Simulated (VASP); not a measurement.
# YAl3N4 (k3) (P-1) in VASP: a series of runs

Runs on YAl3N4 (k3). Level: PBEsol. Tasks: single point, relaxation of cell and atoms.

Everything below comes from runs of VASP 6.6.1. Logs are shortened: lines on timing, memory, paths and dates and some standing lists are left out, and cuts for length are marked.

## 1. The cell of the first run

The typed cell holds 16 atoms: a = 5.802 Å, b = 5.753 Å, c = 7.022 Å, α = 108.62°, β = 89.78°, γ = 120.54°.

## 2. Single point, PBEsol

File INCAR:

```
PREC = Accurate ; ENCUT = 520
EDIFF = 1E-6 ; ISMEAR = 0
SIGMA = 0.02 ; LREAL = Auto
LASPH = T ; NELM = 100
ALGO = Normal ; ISIF = 2
LWAVE = F ; LCHARG = F
GGA = PS ; NBANDS = 54
```

File KPOINTS:

```
regular mesh
0
Gamma
  2 4 2
```

File POSCAR:

```
YAl3N4
1.0
    5.0301274583     -2.8911220226      0.0092638742
   -3.4218513313     -0.1024162978     -4.6234977355
    3.5222887321      6.0749557511      0.0477986947
Y Al N
2 6 8
Direct
    0.3203722489      0.0082071515     -0.0123827225
    0.9296277511      0.4917928485      0.1373827225
    0.8303748540     -0.0174141459      0.2550588221
    0.3548903753      0.0725647464      0.5146753327
    0.8248237492     -0.0392681654      0.7318987705
    0.4251762508      0.5392681654      0.3931012295
    0.8951096247      0.4274352536      0.6103246673
    0.4196251460      0.5174141459      0.8699411779
    0.5528233348      0.5319824123      0.1400225645
    0.0636599268      0.4226461746      0.3919120756
    0.6096862733      0.5132558983      0.6135670385
    0.0918253541      0.5211228330      0.8548492019
    0.6971766652     -0.0319824123     -0.0150225645
    0.1581746459     -0.0211228330      0.2701507981
    0.6403137267     -0.0132558983      0.5114329615
    0.1863400732      0.0773538254      0.7330879244
```

Potentials or basis: VASP PAW PBE potentials, release 64 (Y_sv, Al, N).

Launch:

```sh
cat potpaw_PBE.64/Y_sv/POTCAR potpaw_PBE.64/Al/POTCAR potpaw_PBE.64/N/POTCAR > POTCAR
mpirun -np 1 vasp_std > vasp.out
```

OUTCAR:

```text
PREC = Accurate
   ENCUT = 520
   EDIFF = 1E-6
   ISMEAR = 0
   LREAL = Auto
   LASPH = T
   NELM = 100
   ISIF = 2
   GGA = PS

 ion  position               nearest neighbor table
   1  0.320  0.008  0.988-  16 2.18  14 2.21  12 2.25  13 2.31   9 2.42   8 3.02   8 3.07   2 3.08
                             2 3.19   7 3.21   6 3.22   5 3.24   3 3.37   4 3.45   5 3.51   4 3.60
   2  0.930  0.492  0.137-  10 2.18  12 2.21  14 2.25   9 2.31  13 2.42   3 3.02   3 3.07   1 3.08
                             1 3.19   4 3.21   5 3.22   6 3.24   8 3.37   7 3.45   6 3.51   7 3.60
   3  0.830  0.983  0.255-  14 1.92  13 2.01  10 2.03   9 2.10  15 2.11   7 2.81   6 2.91   8 3.02
                             2 3.02   2 3.07   6 3.15   4 3.27   1 3.37   1 3.60
   4  0.355  0.073  0.515-  16 1.82  14 1.83  15 1.95  11 2.04   7 2.66   8 2.81   6 2.91   6 3.15
                             2 3.21   3 3.27   5 3.28   1 3.45   1 3.60
   5  0.825  0.961  0.732-  16 1.85  13 1.92  15 1.97  11 2.06   6 2.75   8 2.91   7 2.91   7 3.15
                             8 3.15   2 3.22   1 3.24   4 3.28   1 3.51
   6  0.425  0.539  0.393-  10 1.85   9 1.92  11 1.97  15 2.06   5 2.75   3 2.91   4 2.91   4 3.15
                             3 3.15   1 3.22   2 3.24   7 3.28   2 3.51
   7  0.895  0.427  0.610-  10 1.82  12 1.83  11 1.95  15 2.04   4 2.66   3 2.81   5 2.91   5 3.15
                             1 3.21   8 3.27   6 3.28   2 3.45   2 3.60
   8  0.420  0.517  0.870-  12 1.92   9 2.01  16 2.03  13 2.10  11 2.11   4 2.81   5 2.91   3 3.02
                             1 3.02   1 3.07   5 3.15   7 3.27   2 3.37   2 3.60
   9  0.553  0.532  0.140-   6 1.92   8 2.01   3 2.10   2 2.31   1 2.42
  10  0.064  0.423  0.392-   7 1.82   6 1.85   3 2.03   2 2.18
  11  0.610  0.513  0.614-   7 1.95   6 1.97   4 2.04   5 2.06   8 2.11
  12  0.092  0.521  0.855-   7 1.83   8 1.92   2 2.21   1 2.25
  13  0.697  0.968  0.985-   5 1.92   3 2.01   8 2.10   1 2.31   2 2.42
  14  0.158  0.979  0.270-   4 1.83   3 1.92   1 2.21   2 2.25
  15  0.640  0.987  0.511-   4 1.95   5 1.97   7 2.04   6 2.06   3 2.11
  16  0.186  0.077  0.733-   4 1.82   5 1.85   8 2.03   1 2.18

  LATTYP: Found a triclinic cell.
 ALAT       =     5.7529372447
 B/A-ratio  =     1.0084931030
 C/A-ratio  =     1.2206607902
 COS(alpha) =     0.0037937259
 COS(beta)  =     0.3192111578
 COS(gamma) =     0.5081010940

  Lattice vectors:

 A1 = (   3.4218513313,   0.1024162978,   4.6234977355)
 A2 = (   5.0301274583,  -2.8911220226,   0.0092638742)
 A3 = (   3.5222887321,   6.0749557511,   0.0477986947)

Analysis of symmetry for initial positions (statically):
=====================================================================
 Subroutine PRICEL returns:
 Original cell was already a primitive cell.

 Routine SETGRP: Setting up the symmetry group for a
 triclinic supercell.

 Subroutine GETGRP returns: Found  2 space group operations
 (whereof  1 operations were pure point group operations)
 out of a pool of  2 trial point group operations.

The static configuration has the point symmetry C_1 .
 The point group associated with its full space group is S_2 .

Analysis of symmetry for dynamics (positions and initial velocities):
=====================================================================
 Subroutine PRICEL returns:
 Original cell was already a primitive cell.

 Routine SETGRP: Setting up the symmetry group for a
 triclinic supercell.

 Subroutine GETGRP returns: Found  2 space group operations
 (whereof  1 operations were pure point group operations)
 out of a pool of  2 trial point group operations.

The dynamic configuration has the point symmetry C_1 .
 The point group associated with its full space group is S_2 .

 Subroutine INISYM returns: Found  2 space group operations
 (whereof  1 operations are pure point group operations),
 and found     1 'primitive' translations

----------------------------------------------------------------------------------------

                                     Primitive cell

[... 42 lines left out ...]
   PSTRESS=    0.0 pullay stress
   NELECT =      80.0000    total number of electrons
   NUPDOWN=      -1.0000    fix difference up-down
   EMIN   =  10.00;   EMAX   =-10.00  energy-range for DOS
   EFERMI =   0.00;   METHOD = LEGACY
   ISMEAR =     0;   SIGMA  =   0.02  broadening in eV -4-tet -1-fermi 0-gaus
   EFERMI_NEDOS =   21; number of points for ismear=-14 and -15
   IALGO  =     38    algorithm
   IMIX   =      4    mixing-type and parameters
     AMIX     =   0.40;   BMIX     =  1.00
     AMIX_MAG =   1.60;   BMIX_MAG =  1.00
  volume/ion in A,a.u.               =      11.73        79.16
  Fermi-wavevector in a.u.,A,eV,Ry     =   1.232061  2.328258 20.653292  1.517974
  Thomas-Fermi vector in A             =   2.366846
   LORBIT       =      0    0 simple, 1 ext, 2 COOP (PROOUT), +10 PAW based schemes
   GGA     = PS    functional components
   LHFCALC =     F    Hartree Fock is set to
   AEXX    =    0.0000 exact exchange contribution
   IVDW    =     0    specifies the selected vdW correction
   LEPSILON=     F    determine dielectric tensor
   LRPA    =     F    only Hartree local field effects (RPA)
 non-spin polarized calculation
 Gauss-broadening in eV      SIGMA  =   0.02
  energy-cutoff  :      520.00
  volume of cell :      187.68
 maximum number of plane-waves:      5098
 NGX is ok and might be reduce to    48
   NGX = 21   NGY = 21   NGZ = 27

 number of electron      79.9999999 magnetization

 Free energy of the ion-electron system (eV)
  ---------------------------------------------------
  ext. energy  EPLUGINS =         0.00000000
  ---------------------------------------------------
  free energy    TOTEN  =      -128.35393613 eV

  energy without entropy =     -128.35393613  energy(sigma->0) =     -128.35393613

 E-fermi :   6.0101     XC(G=0): -11.0518

 val. band max:        5.8729531457   @ k =   0.0000   0.0000   0.0000
 cond. band min:       8.2486615646   @ k =   0.0000   0.0000   0.0000
 fundamental gap:      2.3757084189
 Fermi energy:         6.0100802390

 k-point     1 :       0.0000    0.0000    0.0000
  band No.  band energies     occupation
      1     -34.5337      2.00000
      2     -34.4068      2.00000
      3     -15.4277      2.00000
      4     -15.0076      2.00000
      5     -14.9451      2.00000
      6     -14.8707      2.00000
[... 649 lines left out ...]
     51      12.4738      0.00000
     52      12.6112      0.00000
 [bands above 52 left out]

------------------------ aborting loop because EDIFF is reached ----------------------------------------

  FORCE on cell =-STRESS in cart. coord.  units (eV):
  Direction    XX          YY          ZZ          XY          YZ          ZX
  --------------------------------------------------------------------------------------
  -------------------------------------------------------------------------------------
  Total       -0.0781825     -0.0550750     -0.1713126     -0.0244688     -0.0107882     -0.0349558
  in kB       -0.6674247     -0.4701613     -1.4624534     -0.2088842     -0.0920961     -0.2984090
  external PRESSURE =      -0.8666798 kB  Pullay stress =       0.0000000 kB

 VOLUME and BASIS-vectors are now :
 -----------------------------------------------------------------------------
  energy-cutoff  :      520.00
  volume of cell :      187.68
      direct lattice vectors                 reciprocal lattice vectors
     5.030127458 -2.891122023  0.009263874     0.149630505 -0.085900130 -0.108838762
    -3.421851331 -0.102416298 -4.623497735     0.001036176  0.001107223 -0.217077869
     3.522288732  6.074955751  0.047798695     0.071227872  0.123748332 -0.055456939

 POSITION                                       TOTAL-FORCE (eV/Angst)
 -----------------------------------------------------------------------------------
      5.06210      5.07266      0.01223         0.005946      0.001833      0.001284
      3.47721     -1.90344     -2.25862        -0.005946     -0.001833     -0.001284
      1.71302     -0.95188     -4.52310        -0.012792      0.001861     -0.001055
      3.34967      2.09317     -0.30761         0.015910     -0.009899     -0.004081
      3.43945      1.96319     -4.39932        -0.008605      0.007974      0.003949
      1.67801      1.10361     -2.47058         0.008605     -0.007974     -0.003949
[... 8 lines left out ...]
      1.64578      1.15465     -4.53183        -0.002068      0.001726     -0.001194
      3.25477      3.90682     -0.32088         0.007947      0.009563      0.001677
 -----------------------------------------------------------------------------------
    total drift:                               -0.000020     -0.000043      0.000020

  FREE ENERGIE OF THE ION-ELECTRON SYSTEM (eV)
  ---------------------------------------------------
  free  energy   TOTEN  =      -128.3539361331 eV

  energy  without entropy=     -128.3539361331  energy(sigma->0) =     -128.35393613
```

It took 2.6 min on 1 thread of Intel Xeon Platinum 8559C (Emerald Rapids), shared host; peak memory 0.38 GiB.

Results:

```yaml
Free_energy: -128.3539 eV
Pressure: -0.1 GPa
Largest_force: 0.019 eV/Å
Band_gap_on_the_k_mesh: 2.38 eV, direct
```

Forces on the atoms (eV/Å):
```
Y    0.006  0.002  0.001
Y   -0.006 -0.002 -0.001
Al  -0.013  0.002 -0.001
Al   0.016 -0.010 -0.004
Al  -0.009  0.008  0.004
Al   0.009 -0.008 -0.004
Al  -0.016  0.010  0.004
Al   0.013 -0.002  0.001
N    0.004 -0.004  0.002
N   -0.008 -0.010 -0.002
N    0.002 -0.002  0.001
N    0.002  0.011 -0.004
N   -0.004  0.004 -0.002
N   -0.002 -0.011  0.004
N   -0.002  0.002 -0.001
N    0.008  0.010  0.002
```

Stress tensor (GPa, compression positive):
```
-0.07 -0.02 -0.03
-0.02 -0.05 -0.01
-0.03 -0.01 -0.15
```

Levels at points of the mesh, in eV from the valence-band top:
```csv
k point,band 36,band 37,band 38,band 39,band 40,band 41,band 42,band 43,band 44,band 45
"(0.00, 0.00, 0.00)",-1.46,-1.24,-1.00,-0.56,0.00,2.38,3.29,3.59,3.71,3.83
"(0.50, 0.00, 0.00)",-1.67,-1.19,-1.05,-0.70,-0.46,2.94,3.16,4.05,4.33,4.50
"(0.00, 0.50, 0.00)",-1.71,-1.33,-0.97,-0.69,-0.24,2.86,3.38,3.42,4.08,4.25
"(0.50, 0.50, 0.00)",-1.43,-1.02,-1.01,-0.84,-0.45,3.28,3.47,4.06,4.46,4.66
"(0.00, 0.00, 0.50)",-1.36,-1.25,-0.98,-0.53,-0.32,3.21,3.40,3.60,4.23,4.33
"(0.50, 0.00, 0.50)",-1.42,-1.28,-1.06,-0.75,-0.64,3.28,3.33,3.68,4.50,4.99
"(0.00, 0.50, 0.50)",-1.46,-1.44,-1.15,-0.78,-0.66,2.49,2.96,3.72,3.78,4.47
"(0.50, 0.50, 0.50)",-1.31,-1.29,-0.85,-0.79,-0.77,3.14,3.69,4.16,4.58,4.72
```

Caveat: the k points lie up to 0.64 Å⁻¹ apart; the PAW data sets were made with another functional, which shifts forces and pressure a little.

## 3. Relaxation of cell and atoms, PBEsol

This run uses another cell than the first one, of 11.78 Å³/atom, 1.004 times its volume.

File INCAR:

```
SYSTEM = YAl3N4
PREC = Accurate
ENCUT = 600
EDIFF = 1E-6
ISMEAR = 0
SIGMA = 0.02
LREAL = Auto
LASPH = .True.
NELM = 100
ALGO = Normal
ISIF = 3
LWAVE = .False.
LCHARG = .False.
GGA = PS
IBRION = 2
NSW = 100
EDIFFG = -0.002
```

File KPOINTS:

```
regular mesh
0
Gamma
  2 4 2
  0 0 0
```

File POSCAR:

```
YAl3N4
1.0
    5.0108494977     -2.8773113872      0.0052007574
   -3.4054819584     -0.1029528216     -4.6832454416
    3.5073222697      6.0434525314      0.0484252799
Y Al N
2 6 8
Direct
    0.3204210174      0.0085206256     -0.0124129830
    0.9295789826      0.4914793744      0.1374129830
    0.8329464900     -0.0169648708      0.2543308221
    0.3555544498      0.0775932287      0.5149006694
    0.8220408084     -0.0476304217      0.7310129665
    0.4279591916      0.5476304217      0.3939870335
    0.8944455502      0.4224067713      0.6100993306
    0.4170535100      0.5169648708      0.8706691779
    0.5513550269      0.5318702361      0.1397190931
    0.0632636202      0.4156794863      0.3909038224
    0.6100881083      0.5127377936      0.6120366788
    0.0951284676      0.5308964437      0.8562141949
    0.6986449731     -0.0318702361     -0.0147190931
    0.1548715324     -0.0308964437      0.2687858051
    0.6399118917     -0.0127377936      0.5129633212
    0.1867363798      0.0843205137      0.7340961776
```

Potentials or basis: VASP PAW PBE potentials, release 64 (Y_sv, Al, N).

Launch:

```sh
cat potpaw_PBE.64/Y_sv/POTCAR potpaw_PBE.64/Al/POTCAR potpaw_PBE.64/N/POTCAR > POTCAR
mpirun -np 1 vasp_std > vasp.out
```

Run time: 51 min. Hardware: 1 thread of Intel Xeon Platinum 8559C (Emerald Rapids), shared host; peak memory 0.42 GiB.

Results (log left out):

```
Free energy                            : -128.3789 eV
Relaxed volume                         : 11.54 Å³/atom
Relaxed cell                           : a = 5.848 Å, b = 5.644 Å, c = 7.091 Å, α = 108.92°, β = 89.86°, γ = 121.50°
Space group after relaxing (to 0.05 Å) : P-1 (No. 2)
Energy gained by relaxing              : 1.1 meV/atom
Ionic steps                            : 50
Pressure after relaxing                : 0.0 GPa
Band gap on the k mesh                 : 2.35 eV, direct
```

The path:
```csv
step,energy change (eV),largest force (eV/Å),pressure (GPa),volume (Å³)
1,0.0000,0.0700,-0.09,188.48
3,-0.0016,0.0686,-0.03,188.31
5,-0.0025,0.0407,0.07,188.16
7,-0.0031,0.0476,-0.10,188.28
9,-0.0036,0.0421,0.02,188.08
11,-0.0041,0.0452,0.03,187.98
13,-0.0051,0.0486,-0.10,187.92
15,-0.0060,0.0438,0.07,187.56
17,-0.0068,0.0319,-0.01,187.41
19,-0.0073,0.0358,-0.03,187.28
21,-0.0077,0.0506,0.02,187.06
23,-0.0083,0.0307,-0.04,186.90
25,-0.0085,0.0429,0.04,186.73
27,-0.0090,0.0495,0.00,186.58
29,-0.0095,0.0419,-0.07,186.45
31,-0.0101,0.0746,-0.14,186.17
33,-0.0117,0.0707,0.11,185.40
35,-0.0136,0.0736,0.02,185.10
37,-0.0155,0.0977,-0.14,185.00
39,-0.0165,0.0532,-0.01,184.74
41,-0.0172,0.0446,0.00,184.72
43,-0.0176,0.0284,-0.01,184.70
45,-0.0178,0.0187,0.01,184.68
47,-0.0178,0.0062,0.01,184.68
49,-0.0179,0.0038,-0.01,184.71
50,-0.0179,0.0019,0.00,184.69
```

Final structure:
```
Y Al N
1.0
     5.06784   -2.91726    0.01252
    -3.44668   -0.09575   -4.46872
     3.55279    6.13674    0.03218
Y Al N
2 6 8
Direct
  0.31932 0.00489 0.98723
  0.93068 0.49511 0.13777
  0.82431 0.98475 0.25935
  0.35145 0.05114 0.51261
  0.83545 0.98971 0.73520
  0.41455 0.51029 0.38980
  0.89855 0.44886 0.61239
  0.42569 0.51525 0.86565
  0.55561 0.53000 0.13950
  0.07006 0.44976 0.39690
  0.60446 0.51159 0.61855
  0.08206 0.49287 0.84841
  0.69439 0.97000 0.98550
  0.16794 0.00713 0.27659
  0.64554 0.98841 0.50645
  0.17994 0.05024 0.72810
```

Levels at points of the mesh, in eV from the valence-band top:
```csv
k point,band 38,band 39,band 40,band 41,band 42,band 43
"(0.00, 0.00, 0.00)",-1.06,-0.73,0.00,2.35,3.15,3.48
"(0.50, 0.00, 0.00)",-1.22,-0.77,-0.57,2.84,3.08,3.94
"(0.00, 0.50, 0.00)",-1.03,-0.79,-0.43,2.79,3.16,3.19
"(0.50, 0.50, 0.00)",-0.94,-0.90,-0.63,3.15,3.31,3.86
"(0.00, 0.00, 0.50)",-1.04,-0.57,-0.50,3.14,3.33,3.44
"(0.50, 0.00, 0.50)",-1.15,-1.03,-0.77,3.14,3.21,3.43
"(0.00, 0.50, 0.50)",-1.24,-0.97,-0.75,2.38,2.71,3.43
"(0.50, 0.50, 0.50)",-0.99,-0.92,-0.83,3.09,3.37,4.15
```

Caveat: the k points lie up to 0.64 Å⁻¹ apart in the final cell; the PAW data sets were made with another functional, which shifts forces and pressure a little. A k mesh can miss the band edges.

## 4. Single point, PBEsol

This run uses another cell than the first one, of 11.78 Å³/atom, 1.004 times its volume.

File INCAR:

```
PREC = Accurate
ENCUT = 520
EDIFF = 1E-6
ISMEAR = 0
SIGMA = 0.1
LREAL = Auto
LASPH = True
NELM = 100
ALGO = Normal
ISIF = 2
LWAVE = False
LCHARG = False
GGA = PS
NBANDS = 54
```

File KPOINTS:

```
regular mesh
0
Gamma
  4 4 4
```

POSCAR is that of step 3.

Launch:

```sh
cat potpaw_PBE.64/Y_sv/POTCAR potpaw_PBE.64/Al/POTCAR potpaw_PBE.64/N/POTCAR > POTCAR
mpirun -np 1 vasp_std > vasp.out
```

Run time: 7.5 min. Hardware: 1 thread of Intel Xeon Platinum 8559C (Emerald Rapids), shared host; peak memory 0.48 GiB.

The run converged. Its results:

| Property | Result |
| --- | --- |
| Free energy | -128.3815 eV |
| Pressure | 0.0 GPa |
| Largest force | 0.060 eV/Å |
| Band gap on the k mesh | 2.39 eV, direct |

Forces on the atoms (eV/Å):
```
Y    0.003  0.019 -0.028
Y   -0.003 -0.019  0.028
Al  -0.018  0.007  0.006
Al   0.027 -0.009 -0.002
Al  -0.010 -0.021  0.027
Al   0.010  0.021 -0.027
Al  -0.027  0.009  0.002
Al   0.018 -0.007 -0.006
N   -0.004 -0.027  0.014
N   -0.038 -0.046  0.003
N    0.006 -0.003 -0.025
N    0.028  0.018 -0.001
N    0.004  0.027 -0.014
N   -0.028 -0.018  0.001
N   -0.006  0.003  0.025
N    0.038  0.046 -0.003
```

Stress tensor (GPa, compression positive):
```
 0.04  0.21 -0.10
 0.21  0.32  0.03
-0.10  0.03 -0.41
```

Levels at points of the mesh, in eV from the valence-band top:
```
           k point  band 37  band 38  band 39  band 40  band 41  band 42  band 43  band 44
(0.00, 0.00, 0.00)    -1.26    -0.97    -0.52     0.00     2.39     3.35     3.53     3.78
(0.50, 0.00, 0.00)    -1.08    -0.97    -0.67    -0.44     2.99     3.19     4.07     4.41
(0.00, 0.50, 0.00)    -1.28    -0.95    -0.66    -0.21     2.90     3.42     3.51     4.12
(0.50, 0.50, 0.00)    -1.04    -1.01    -0.79    -0.41     3.33     3.53     4.12     4.52
(0.00, 0.00, 0.50)    -1.23    -0.94    -0.54    -0.26     3.23     3.41     3.67     4.27
(0.50, 0.00, 0.50)    -1.24    -1.02    -0.66    -0.61     3.34     3.38     3.75     4.58
(0.00, 0.50, 0.50)    -1.38    -1.09    -0.73    -0.65     2.53     3.01     3.85     3.86
(0.50, 0.50, 0.50)    -1.24    -0.80    -0.75    -0.75     3.17     3.79     4.19     4.67
```

Caveat: the PAW data sets were made with another functional, which shifts forces and pressure a little. A k mesh can miss the band edges.

## 5. The runs side by side

```tsv
task	cell	k mesh	cutoff (eV)	smearing	gap on the mesh (eV)	pressure (GPa)	largest force (eV/Å)
single point	a = 5.802, b = 5.753, c = 7.022 Å, angles 108.6, 89.8, 120.5°, 16 atoms	2 × 4 × 2	520	gaussian 0.02 eV	2.38	-0.1	0.02
relaxation of cell and atoms	relaxed from a = 5.778, b = 5.791, c = 6.988 Å, angles 108.4, 89.7, 120.1°, 16 atoms	2 × 4 × 2	600	gaussian 0.02 eV	2.35	0.0	-
single point	a = 5.778, b = 5.791, c = 6.988 Å, angles 108.4, 89.7, 120.1°, 16 atoms	4 × 4 × 4	520	gaussian 0.1 eV	2.39	0.0	0.06
```

Alike in all rows: level PBEsol; potentials or basis VASP PAW PBE potentials, release 64 (Y_sv, Al, N); no spin polarisation.

Caveats: some runs use coarse meshes; the PAW data sets were made with another functional, which shifts forces and pressure a little.

Total energies depend on the potentials used, so only differences within one code and one set of settings carry meaning.
